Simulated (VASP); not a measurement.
# Al (P1) in VASP: single point with PBE+D3(BJ)

Aim: the single point of Al with PBE+D3(BJ).

All numbers are computed with VASP 6.6.1; they aren't measurements. Logs are shortened: lines on timing, memory, paths and dates and some standing lists are left out, and cuts for length are marked.

**1. The cell of the first run**

The typed cell holds 8 atoms: a = 2.814 Å, b = 2.814 Å, c = 18.732 Å, α = 81.72°, β = 82.08°, γ = 60.00°.

**2. Single point, PBE+D3(BJ) (the part above a cut slid along it)**

The input, INCAR:

```
SYSTEM = Al
PREC = Accurate
ENCUT = 520
EDIFF = 1E-7
ISMEAR = 0
SIGMA = 0.15
LREAL = .FALSE.
LASPH = .TRUE.
NELM = 80
ALGO = Fast
ISIF = 2
LWAVE = .FALSE.
LCHARG = .FALSE.
GGA = PE
IVDW = 12
NBANDS = 22
```

The input, KPOINTS:

```
regular mesh
0
G
  16 16 2
  0 0 0
```

The input, POSCAR:

```
Al
1.0
   -2.8144222649      0.0000000000      0.0000000000
   -1.4072111325     -2.4373611784      0.0000000000
   -2.5798870762     -1.6249074522     18.4820941423
Al
8
Direct
    0.9635416667      0.9583333333      0.0625000000
    0.6718750000      0.6250000000      0.5625000000
   -0.0677083333     -0.1250000000      0.6875000000
    0.2239583333      0.2083333333      0.1875000000
   -0.4739583333     -0.5416666667      0.8125000000
   -0.1822916667     -0.2083333333      0.3125000000
    0.1197916667      0.0416666667      0.9375000000
    0.4114583333      0.3750000000      0.4375000000
```

Potentials or basis: VASP PAW PBE potentials, release 64 (Al).

The run is started by

```
$ cat potpaw_PBE.64/Al/POTCAR > POTCAR
$ mpirun -np 1 vasp_std > vasp.out
```

OUTCAR:

```text
SYSTEM = Al
   PREC = Accurate
   ENCUT = 520
   EDIFF = 1E-7
   ISMEAR = 0
   LREAL = .FALSE.
   LASPH = .TRUE.
   NELM = 80
   ISIF = 2
   GGA = PE
   IVDW = 12
 IVDW          = 12

 ion  position               nearest neighbor table
   1  0.964  0.958  0.062-   7 2.32   4 2.82   4 2.82   4 2.82
   2  0.672  0.625  0.562-   8 2.82   3 2.82   3 2.82   8 2.82   3 2.82   8 2.82
   3  0.932  0.875  0.688-   2 2.82   5 2.82   5 2.82   2 2.82   2 2.82   5 2.82
   4  0.224  0.208  0.188-   1 2.82   6 2.82   6 2.82   1 2.82   1 2.82   6 2.82
   5  0.526  0.458  0.812-   7 2.82   3 2.82   7 2.82   3 2.82   3 2.82   7 2.82
   6  0.818  0.792  0.312-   4 2.82   8 2.82   8 2.82   4 2.82   8 2.82   4 2.82
   7  0.120  0.042  0.938-   1 2.32   5 2.82   5 2.82   5 2.82
   8  0.411  0.375  0.438-   2 2.82   6 2.82   6 2.82   2 2.82   2 2.82   6 2.82

  LATTYP: Found a triclinic cell.
 ALAT       =     2.8144222649
 B/A-ratio  =     1.0000000000
 C/A-ratio  =     6.5990975177
 COS(alpha) =     0.0063139947
 COS(beta)  =     0.0883959256
 COS(gamma) =     0.5000000000

  Lattice vectors:

 A1 = (  -2.8144222649,   0.0000000000,   0.0000000000)
 A2 = (  -1.4072111324,   2.4373611784,   0.0000000000)
 A3 = (  -1.6417463212,  -0.8124537262, -18.4820941423)

Analysis of symmetry for initial positions (statically):
=====================================================================
 Subroutine PRICEL returns:
 Original cell was already a primitive cell.

 Routine SETGRP: Setting up the symmetry group for a
 triclinic supercell.

 Subroutine GETGRP returns: Found  1 space group operations
 (whereof  1 operations were pure point group operations)
 out of a pool of  2 trial point group operations.

The static configuration has the point symmetry C_1 .

Analysis of symmetry for dynamics (positions and initial velocities):
=====================================================================
 Subroutine PRICEL returns:
 Original cell was already a primitive cell.

 Routine SETGRP: Setting up the symmetry group for a
 triclinic supercell.

 Subroutine GETGRP returns: Found  1 space group operations
 (whereof  1 operations were pure point group operations)
 out of a pool of  2 trial point group operations.

The dynamic configuration has the point symmetry C_1 .

 Subroutine INISYM returns: Found  1 space group operations
 (whereof  1 operations are pure point group operations),
 and found     1 'primitive' translations

----------------------------------------------------------------------------------------

                                     Primitive cell

  volume of cell :     126.7828

  direct lattice vectors                    reciprocal lattice vectors
    -2.814422265  0.000000000  0.000000000    -0.355312709  0.205139888 -0.031562080
    -1.407211133 -2.437361178  0.000000000     0.000000000 -0.410279777 -0.036070949
    -2.579887076 -1.624907452 18.482094142     0.000000000  0.000000000  0.054106423

  length of vectors
     2.814422265  2.814422265 18.731896472     0.411491993  0.411862366  0.054106423

  position of ions in fractional coordinates (direct lattice)
     0.963541667  0.958333333  0.062500000
     0.671875000  0.625000000  0.562500000
     0.932291667  0.875000000  0.687500000
     0.223958333  0.208333333  0.187500000
     0.526041667  0.458333333  0.812500000
     0.817708333  0.791666667  0.312500000
     0.119791667  0.041666667  0.937500000
     0.411458333  0.375000000  0.437500000

  ion indices of the primitive-cell ions
   primitive index   ion index
                 1           1
                 2           2
                 3           3
                 4           4
                 5           5
                 6           6
                 7           7
                 8           8

----------------------------------------------------------------------------------------

 KPOINTS: regular mesh

Automatic generation of k-mesh.
 Grid dimensions read from file:
 generate k-points for:   16   16    2

 Generating k-lattice:

  Cartesian coordinates                     Fractional coordinates (reciprocal lattice)
    -0.022207044  0.012821243 -0.001972630     0.062500000  0.000000000 -0.000000000
     0.000000000 -0.025642486 -0.002254434     0.000000000  0.062500000  0.000000000
     0.000000000  0.000000000  0.027053211     0.000000000  0.000000000  0.500000000

  Length of vectors
     0.025718250  0.025741398  0.027053211

  Shift w.r.t. Gamma in fractional coordinates (k-lattice)
     0.000000000  0.000000000  0.000000000

 Subroutine IBZKPT returns following result:
 ===========================================

 Found    260 irreducible k-points:

 Following reciprocal coordinates:
            Coordinates               Weight
  0.000000  0.000000  0.000000      1.000000
  0.062500  0.000000  0.000000      2.000000
  0.125000  0.000000  0.000000      2.000000
  0.187500  0.000000  0.000000      2.000000
  0.250000  0.000000  0.000000      2.000000
  0.312500  0.000000  0.000000      2.000000
[... 16 lines left out ...]
 -0.187500  0.062500  0.000000      2.000000
 -0.125000  0.062500  0.000000      2.000000
 [... further k-points ...]
   k-points           NKPTS =    260   k-points in BZ     NKDIM =    260   number of bands    NBANDS=     22
   number of dos      NEDOS =    301   number of ions     NIONS =      8
   total plane-waves  NPLWV =  80640
   dimension x,y,z NGX =    24 NGY =   24 NGZ =  140
   dimension x,y,z NGXF=    48 NGYF=   48 NGZF=  280
   ions per type =               8
   NGX,Y,Z   is equivalent  to a cutoff of  14.18, 14.18, 12.43 a.u.
   NGXF,Y,Z  is equivalent  to a cutoff of  28.35, 28.35, 24.85 a.u.
 SYSTEM =  Al
   PREC   = accura    normal or accurate (medium, high low for compatibility)
   ISTART =      0    job   : 0-new  1-cont  2-samecut
   ICHARG =      2    charge: 1-file 2-atom 10-const
   ISPIN  =      1    spin polarized calculation?
   LNONCOLLINEAR =      F non collinear calculations
   LSORBIT =      F    spin-orbit coupling
   LASPH  =      T    aspherical Exc in radial PAW
   ENCUT  =  520.0 eV  38.22 Ry    6.18 a.u.   5.23  5.23 34.83*2*pi/ulx,y,z
   NELM   =     80;   NELMIN=  2; NELMDL= -5     # of ELM steps
   EDIFF  = 0.1E-06   stopping-criterion for ELM
   LREAL  =      F    real-space projection
   EDIFFG = 0.1E-05   stopping-criterion for IOM
   NSW    =      0    number of steps for IOM
   IBRION =     -1    ionic relax: 0-MD 1-quasi-New 2-CG
   NFREE  =      0    steps in history (QN), initial steepest desc. (CG)
   ISIF   =      2    stress and relaxation
   ISYM   =      2    0-nonsym 1-usesym 2-fastsym
   POTIM  = 0.5000    time-step for ionic-motion
   TEBEG  =    0.0;   TEEND  =   0.0 temperature during run
   PSTRESS=    0.0 pullay stress
   NELECT =      24.0000    total number of electrons
   NUPDOWN=      -1.0000    fix difference up-down
   EMIN   =  10.00;   EMAX   =-10.00  energy-range for DOS
   EFERMI =   0.00;   METHOD = LEGACY
   ISMEAR =     0;   SIGMA  =   0.15  broadening in eV -4-tet -1-fermi 0-gaus
   EFERMI_NEDOS =   21; number of points for ismear=-14 and -15
   IALGO  =     68    algorithm
   IMIX   =      4    mixing-type and parameters
     AMIX     =   0.40;   BMIX     =  1.00
     AMIX_MAG =   1.60;   BMIX_MAG =  1.00
  volume/ion in A,a.u.               =      15.85       106.95
  Fermi-wavevector in a.u.,A,eV,Ry     =   0.939994  1.776331 12.021957  0.883589
  Thomas-Fermi vector in A             =   2.067362
   LORBIT       =      0    0 simple, 1 ext, 2 COOP (PROOUT), +10 PAW based schemes
   GGA     = PE    functional components
   LHFCALC =     F    Hartree Fock is set to
   AEXX    =    0.0000 exact exchange contribution
   IVDW    =    12    specifies the selected vdW correction
   LEPSILON=     F    determine dielectric tensor
   LRPA    =     F    only Hartree local field effects (RPA)
 non-spin polarized calculation
 RMM-DIIS sequential band-by-band and
 Gauss-broadening in eV      SIGMA  =   0.15
  energy-cutoff  :      520.00
  volume of cell :      126.78
 maximum number of plane-waves:      3444
 NGX is ok and might be reduce to    24
   NGX = 11   NGY = 11   NGZ = 69

 number of electron      24.0000000 magnetization

 Free energy of the ion-electron system (eV)
  ---------------------------------------------------
  ext. energy  EPLUGINS =         0.00000000
  ---------------------------------------------------
  free energy    TOTEN  =       -29.29132259 eV

  energy without entropy =      -29.25823875  energy(sigma->0) =      -29.27478067

 E-fermi :   8.3739     XC(G=0): -10.3385

 val. band max:        8.3714865919   @ k =   0.4375   0.2500   0.0000
 cond. band min:       8.3746946729   @ k =   0.3750   0.1250  -0.0000
 fundamental gap:      0.0032080810
 Fermi energy:         8.3739056395

 k-point     1 :       0.0000    0.0000    0.0000
  band No.  band energies     occupation
      1      -2.9977      2.00000
      2      -2.5828      2.00000
      3      -2.5393      2.00000
      4      -1.2846      2.00000
      5      -1.2588      2.00000
      6       0.8484      2.00000
[... 14 lines left out ...]
     21      19.7520      0.00000
     22      19.7940      0.00000

 k-point     2 :       0.0625    0.0000    0.0000
  band No.  band energies     occupation
      1      -2.8999      2.00000
      2      -2.5016      2.00000
      3      -2.4254      2.00000
      4      -1.2386      2.00000
      5      -1.1116      2.00000
      6       0.8526      2.00000
[... 14 lines left out ...]
     21      18.5232      0.00000
     22      18.8781      0.00000
[... 523 lines left out ...]
     21      14.6715      0.00000
     22      15.1227      0.00000

 k-point    24 :      -0.1250    0.0625    0.0000
  band No.  band energies     occupation
      1      -2.3179      2.00000
      2      -1.9178      2.00000
      3      -1.8491      2.00000
      4      -0.6550      2.00000
      5      -0.5461      2.00000
      6       1.4313      2.00000
[... 14 lines left out ...]
     21      16.0832      0.00000
     22      16.2419      0.00000

 [... further k-points ...]

------------------------ aborting loop because EDIFF is reached ----------------------------------------

 Edisp (eV)   -2.80633

 E8    (eV) :    -1.2557

  FORCE on cell =-STRESS in cart. coord.  units (eV):
  Direction    XX          YY          ZZ          XY          YZ          ZX
  --------------------------------------------------------------------------------------
  -------------------------------------------------------------------------------------
  Total      -0.01161    -0.01619     5.43781    -0.11593    -0.04104     0.56023
  in kB      -0.14676    -0.20462    68.71863    -1.46508    -0.51863     7.07968
  external pressure =       22.79 kB  Pullay stress =        0.00 kB

 VOLUME and BASIS-vectors are now :
 -----------------------------------------------------------------------------
  energy-cutoff  :      520.00
  volume of cell :      126.78
      direct lattice vectors                 reciprocal lattice vectors
    -2.814422265  0.000000000  0.000000000    -0.355312709  0.205139888 -0.031562080
    -1.407211133 -2.437361178  0.000000000     0.000000000 -0.410279777 -0.036070949
    -2.579887076 -1.624907452 18.482094142     0.000000000  0.000000000  0.054106423

 POSITION                                       TOTAL-FORCE (eV/Angst)
 -----------------------------------------------------------------------------------
     -4.22163     -2.43736      1.15513         0.309969      0.002985      2.146832
     -4.22163     -2.43736     10.39618         0.002083     -0.000137     -0.030812
     -5.62884     -3.24981     12.70644         0.007308      0.001034     -0.002196
     -1.40721     -0.81245      3.46539        -0.005510     -0.003827     -0.009233
     -4.22163     -2.43736     15.01670         0.004596     -0.002337      0.083911
     -4.22163     -2.43736      5.77565         0.004444     -0.000036     -0.003730
     -2.81442     -1.62491     17.32696        -0.319116      0.002957     -2.201121
     -2.81442     -1.62491      8.08592        -0.003774     -0.000639      0.016349
 -----------------------------------------------------------------------------------
    total drift:                               -0.000000     -0.000005      0.000010

  FREE ENERGIE OF THE ION-ELECTRON SYSTEM (eV)
  ---------------------------------------------------
  free  energy   TOTEN  =       -32.0976504789 eV

  energy  without entropy=      -32.0645666397  energy(sigma->0) =      -32.08110856
```

Wall time 9.7 min (1 thread of Intel Xeon Platinum 8488C (Sapphire Rapids), shared host); peak memory 0.62 GiB.

Results:

| Quantity | Value |
| --- | --- |
| Free energy | -32.0977 eV |
| Pressure | 2.3 GPa |
| Largest force | 2.224 eV/Å |
| Band gap on the k mesh | zero (bands 12 and 13 overlap by 5.45 eV) |
| Dispersion energy per atom | -0.351 eV |

Forces in eV/Å, atoms in the order of the input:
```
Al   0.310  0.003  2.147
Al   0.002  0.000 -0.031
Al   0.007  0.001 -0.002
Al  -0.006 -0.004 -0.009
Al   0.005 -0.002  0.084
Al   0.004  0.000 -0.004
Al  -0.319  0.003 -2.201
Al  -0.004 -0.001  0.016
```

Stress tensor (GPa, compression positive):
```
-0.01 -0.15  0.71
-0.15 -0.02 -0.05
 0.71 -0.05  6.87
```

Caveat: the cell differs from its parent crystal (the part above a cut slid along it); the stress differs along the axes, from -0 to 7 GPa; forces of over 1 eV/Å act on the atoms, so gaps and moduli don't describe the material at rest.
